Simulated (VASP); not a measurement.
# H4C in VASP: single point with r2SCAN+D3(BJ)

Aim: the single point of H4C with r2SCAN+D3(BJ).

Program: VASP 6.6.1. These are calculated values, not measurements. Logs are shortened: lines on timing, memory, paths and dates and some standing lists are left out, and cuts for length are marked.

## (1) The cell of the first run

The cell holds a disordered packing, 30 atoms: a = 7.230 Å, b = 7.230 Å, c = 7.230 Å, α = 90.00°, β = 90.00°, γ = 90.00°.

## (2) Single point, r2SCAN+D3(BJ)

The input, POSCAR:

```
H4C
1.0
    7.2304270000      0.0000000000      0.0000000000
    0.0000000000      7.2304270000      0.0000000000
    0.0000000000      0.0000000000      7.2304270000
C H
6 24
Direct
    0.3158918778      0.2364967668     -0.0103042553
    0.4209035565      0.5630560813      0.3801459618
    0.5306881541      0.0582046447      0.5082421777
    0.8534259584      0.7057879632      0.6835345102
    0.9433393857      0.8528831367      0.1803212773
    0.0207148239      0.2649188172      0.5511060263
    0.1827762663      0.1938791554      0.0460915751
    0.3174213284      0.2151965071     -0.1599032728
    0.4261986841      0.1547105513      0.0536328376
    0.3380149238      0.3828336771      0.0191385350
    0.3846434815      0.4276649608      0.3266679524
    0.3605777480      0.6692974293      0.2919654051
    0.5709633548      0.5765826726      0.3823331832
    0.3669041667      0.5768802699      0.5201861238
    0.5932399271      0.1716460824      0.5860929227
    0.4645755058     -0.0381516243      0.6031219339
    0.6375083355     -0.0133474557      0.4299397056
    0.4271695886      0.1134645119      0.4137518466
    0.7229189189      0.7736067677      0.7143658949
    0.9644169207      0.8075207529      0.6858541509
    0.8459932552      0.6441021582      0.5471437855
    0.8805126221      0.5982850789      0.7845961545
    1.0219571251      0.8869431833      0.3042982929
    0.8312949028      0.7590259656      0.2167048506
    1.0337141745      0.7867566825      0.0797975097
    0.8853624739      0.9784547811      0.1212830482
   -0.0700192341      0.2634444489      0.6710497986
   -0.0438308658      0.3433523237      0.4396280871
    0.0467848314      0.1236999249      0.5050293085
    0.1510047083      0.3305609847      0.5884525725
```

The input, INCAR.step1:

```
PREC     = Accurate       # precision mode
ENCUT    = 1060           # plane-wave cutoff, eV
ISMEAR   = -1             # smearing method
SIGMA    = 0.02           # smearing width, eV
LREAL    = Auto         
LASPH    = T              # aspherical terms in the spheres
NELM     = 120            # most SCF steps
NBANDS   = 45             # bands
GGA      = PE             # functional
ALGO     = Normal         # electronic algorithm
EDIFF    = 1E-5           # SCF threshold, eV
LWAVE    = T              # write WAVECAR
LCHARG   = F              # write CHGCAR
GGA_COMPAT= F
```

The input, INCAR.step2:

```
PREC     = Accurate       # precision mode
ENCUT    = 1060           # plane-wave cutoff, eV
EDIFF    = 1E-6           # SCF threshold, eV
ISMEAR   = -1             # smearing method
SIGMA    = 0.02           # smearing width, eV
LREAL    = Auto         
LASPH    = T              # aspherical terms in the spheres
NELM     = 120            # most SCF steps
ALGO     = Normal         # electronic algorithm
ISIF     = 2              # what is computed and relaxed
LWAVE    = F              # write WAVECAR
LCHARG   = T              # write CHGCAR
METAGGA  = R2SCAN         # meta-GGA
LMIXTAU  = T            
IVDW     = 12             # dispersion correction
VDW_S6   = 1.0          
VDW_S8   = 0.78981345   
VDW_A1   = 0.49484001   
VDW_A2   = 5.73083694   
LELF     = T              # ELF
LVHAR    = T            
NBANDS   = 45             # bands
ISTART   = 1            
GGA_COMPAT= F
```

The input, KPOINTS:

```
Automatic mesh
0
Gamma
  1 1 1
```

Potentials or basis: VASP PAW PBE potentials, release 64 (C_h, H_h).

The run is started by

```console
cat potpaw_PBE.64/C_h/POTCAR potpaw_PBE.64/H_h/POTCAR > POTCAR
cp INCAR.step1 INCAR
mpirun -np 1 vasp_gam > vasp.out
cp INCAR.step2 INCAR
mpirun -np 1 vasp_gam > vasp.out
```

OUTCAR:

```text
PREC = Accurate
   ENCUT = 1060
   EDIFF = 1E-6
   ISMEAR = -1
   LREAL = Auto
   LASPH = T
   NELM = 120
   ISIF = 2
   METAGGA = R2SCAN
   IVDW = 12
   ISTART = 1
 IVDW          = 12

 ion  position               nearest neighbor table
   1  0.316  0.236  0.990-   7 1.09  10 1.09   8 1.09   9 1.10
   2  0.421  0.563  0.380-  11 1.08  12 1.09  13 1.09  14 1.09
   3  0.531  0.058  0.508-  16 1.09  17 1.09  18 1.09  15 1.09
   4  0.853  0.706  0.684-  21 1.08  22 1.08  19 1.09  20 1.09
   5  0.943  0.853  0.180-  26 1.09  25 1.09  24 1.09  23 1.09
   6  0.021  0.265  0.551-  27 1.09  30 1.09  28 1.09  29 1.09
   7  0.183  0.194  0.046-   1 1.09
   8  0.317  0.215  0.840-   1 1.09
   9  0.426  0.155  0.054-   1 1.10
  10  0.338  0.383  0.019-   1 1.09
  11  0.385  0.428  0.327-   2 1.08
  12  0.361  0.669  0.292-   2 1.09
[... 16 lines left out ...]
  29  0.047  0.124  0.505-   6 1.09
  30  0.151  0.331  0.588-   6 1.09

  LATTYP: Found a simple cubic cell.
 ALAT       =     7.2304270000

  Lattice vectors:

 A1 = (   7.2304270000,   0.0000000000,   0.0000000000)
 A2 = (   0.0000000000,   7.2304270000,   0.0000000000)
 A3 = (   0.0000000000,   0.0000000000,   7.2304270000)

Analysis of symmetry for initial positions (statically):
=====================================================================
 Subroutine PRICEL returns:
 Original cell was already a primitive cell.

 Routine SETGRP: Setting up the symmetry group for a
 simple cubic supercell.

 Subroutine GETGRP returns: Found  1 space group operations
 (whereof  1 operations were pure point group operations)
 out of a pool of 48 trial point group operations.

The static configuration has the point symmetry C_1 .

Analysis of symmetry for dynamics (positions and initial velocities):
=====================================================================
 Subroutine PRICEL returns:
 Original cell was already a primitive cell.

 Routine SETGRP: Setting up the symmetry group for a
 simple cubic supercell.

 Subroutine GETGRP returns: Found  1 space group operations
 (whereof  1 operations were pure point group operations)
 out of a pool of 48 trial point group operations.

The dynamic configuration has the point symmetry C_1 .

 Subroutine INISYM returns: Found  1 space group operations
 (whereof  1 operations are pure point group operations),
[... 129 lines left out ...]
   LREAL  =      T    real-space projection
   EDIFFG = 0.1E-04   stopping-criterion for IOM
   NSW    =      0    number of steps for IOM
   IBRION =     -1    ionic relax: 0-MD 1-quasi-New 2-CG
   NFREE  =      0    steps in history (QN), initial steepest desc. (CG)
   ISIF   =      2    stress and relaxation
   ISYM   =      2    0-nonsym 1-usesym 2-fastsym
   POTIM  = 0.5000    time-step for ionic-motion
   TEBEG  =    0.0;   TEEND  =   0.0 temperature during run
   PSTRESS=    0.0 pullay stress
   NELECT =      48.0000    total number of electrons
   NUPDOWN=      -1.0000    fix difference up-down
   EMIN   =  10.00;   EMAX   =-10.00  energy-range for DOS
   EFERMI =   0.00;   METHOD = LEGACY
   ISMEAR =    -1;   SIGMA  =   0.02  broadening in eV -4-tet -1-fermi 0-gaus
   EFERMI_NEDOS =   21; number of points for ismear=-14 and -15
   IALGO  =     38    algorithm
   IMIX   =      4    mixing-type and parameters
     AMIX     =   0.40;   BMIX     =  1.00
     AMIX_MAG =   1.60;   BMIX_MAG =  1.00
  volume/ion in A,a.u.               =      12.60        85.03
  Fermi-wavevector in a.u.,A,eV,Ry     =   0.822857  1.554975  9.212429  0.677094
  Thomas-Fermi vector in A             =   1.934266
   LORBIT       =      0    0 simple, 1 ext, 2 COOP (PROOUT), +10 PAW based schemes
   METAGGA = R2SCAN    functional components
   LHFCALC =     F    Hartree Fock is set to
   AEXX    =    0.0000 exact exchange contribution
   IVDW    =    12    specifies the selected vdW correction
   LEPSILON=     F    determine dielectric tensor
   LRPA    =     F    only Hartree local field effects (RPA)
 non-spin polarized calculation
  energy-cutoff  :     1060.00
  volume of cell :      378.00
 maximum number of plane-waves:     14712
 NGX is ok and might be reduce to    80
   NGX = 39   NGY = 39   NGZ = 39

 number of electron      48.0000000 magnetization

 Free energy of the ion-electron system (eV)
  ---------------------------------------------------
  ext. energy  EPLUGINS =         0.00000000
  ---------------------------------------------------
  free energy    TOTEN  =      -150.27292161 eV

  energy without entropy =     -150.27292161  energy(sigma->0) =     -150.27292161

 E-fermi :  -6.5717     XC(G=0):  -5.4831

 val. band max:       -7.0840076358   @ k =   0.0000   0.0000   0.0000
 cond. band min:       1.0089819764   @ k =   0.0000   0.0000   0.0000
 fundamental gap:      8.0929896122
 Fermi energy:        -6.5717308498

 k-point     1 :       0.0000    0.0000    0.0000
  band No.  band energies     occupation
      1     -16.1813      2.00000
      2     -15.9267      2.00000
      3     -15.8454      2.00000
      4     -15.7987      2.00000
      5     -15.7496      2.00000
      6     -15.7227      2.00000
[... 28 lines left out ...]
     35       4.9043      0.00000
     36       4.9460      0.00000
 [bands above 36 left out]

------------------------ aborting loop because EDIFF is reached ----------------------------------------

 Edisp (eV)   -0.39257

 E8    (eV) :    -0.0591

  FORCE on cell =-STRESS in cart. coord.  units (eV):
  Direction    XX          YY          ZZ          XY          YZ          ZX
  --------------------------------------------------------------------------------------
  -------------------------------------------------------------------------------------
  Total      -0.77762    -0.33059    -0.44271     0.07491     0.15848     0.08148
  in kB      -3.29600    -1.40125    -1.87644     0.31750     0.67172     0.34536
  external pressure =       -2.19 kB  Pullay stress =        0.00 kB

 VOLUME and BASIS-vectors are now :
 -----------------------------------------------------------------------------
  energy-cutoff  :     1060.00
  volume of cell :      378.00
      direct lattice vectors                 reciprocal lattice vectors
     7.230427000  0.000000000  0.000000000     0.138304418  0.000000000  0.000000000
     0.000000000  7.230427000  0.000000000     0.000000000  0.138304418  0.000000000
     0.000000000  0.000000000  7.230427000     0.000000000  0.000000000  0.138304418

 POSITION                                       TOTAL-FORCE (eV/Angst)
 -----------------------------------------------------------------------------------
      2.28403      1.70997      7.15592         0.127934     -0.011348     -0.092855
      3.04331      4.07114      2.74862         0.000564      0.005602      0.015211
      3.83710      0.42084      3.67481         0.025676      0.098970      0.036730
      6.17063      5.10315      4.94225        -0.010593      0.055510      0.009677
      6.82075      6.16671      1.30380         0.059934     -0.028875      0.051203
      0.14978      1.91548      3.98473         0.089072     -0.000718     -0.085718
[... 22 lines left out ...]
      0.33827      0.89440      3.65158        -0.017743      0.120575      0.044633
      1.09183      2.39010      4.25476        -0.089757     -0.038940     -0.035994
 -----------------------------------------------------------------------------------
    total drift:                               -0.002674      0.001183      0.004420

  FREE ENERGIE OF THE ION-ELECTRON SYSTEM (eV)
  ---------------------------------------------------
  free  energy   TOTEN  =      -150.6654946902 eV

  energy  without entropy=     -150.6654946901  energy(sigma->0) =     -150.66549469
```

It took 3.5 min on 1 thread of Intel Xeon 6975P-C (Granite Rapids), shared host; peak memory 1.1 GiB.

Results:

```
Free energy                : -150.6655 eV
Pressure                   : -0.2 GPa
Largest force              : 0.226 eV/Å
Dispersion energy per atom : -0.013 eV
```

Forces on the atoms (eV/Å):
```
C    0.128 -0.011 -0.093
C    0.001  0.006  0.015
C    0.026  0.099  0.037
C   -0.011  0.056  0.010
C    0.060 -0.029  0.051
C    0.089 -0.001 -0.086
H    0.050  0.004 -0.035
H   -0.022 -0.028  0.224
H   -0.153  0.129 -0.092
H   -0.002 -0.131 -0.043
H   -0.031 -0.001  0.003
H    0.046 -0.006  0.048
H   -0.085  0.037  0.005
H    0.051  0.051 -0.047
H   -0.084 -0.131 -0.080
H    0.037  0.019 -0.010
H   -0.026  0.016  0.040
H    0.031 -0.032  0.016
H    0.020  0.000  0.038
H   -0.005  0.003  0.050
H   -0.010 -0.032 -0.055
H    0.012 -0.026  0.069
H   -0.045 -0.029 -0.089
H    0.022  0.007 -0.029
H   -0.013  0.042  0.017
H    0.012  0.016 -0.015
H   -0.009 -0.022 -0.017
H    0.019 -0.089  0.059
H   -0.018  0.121  0.045
H   -0.090 -0.039 -0.036
```

Stress tensor (GPa, compression positive):
```
-0.33  0.03  0.03
 0.03 -0.14  0.07
 0.03  0.07 -0.19
```

Levels at points of the mesh, in eV from the Fermi level:
```tsv
k point	band 22	band 23	band 24	band 25	band 26	band 27
(0.00, 0.00, 0.00)	-0.66	-0.56	-0.51	7.58	9.59	10.15
```

Caveat: the k points lie up to 0.87 Å⁻¹ apart, too coarse for converged energies, forces and pressures; the PAW data sets were made with another functional, which shifts forces and pressure a little.
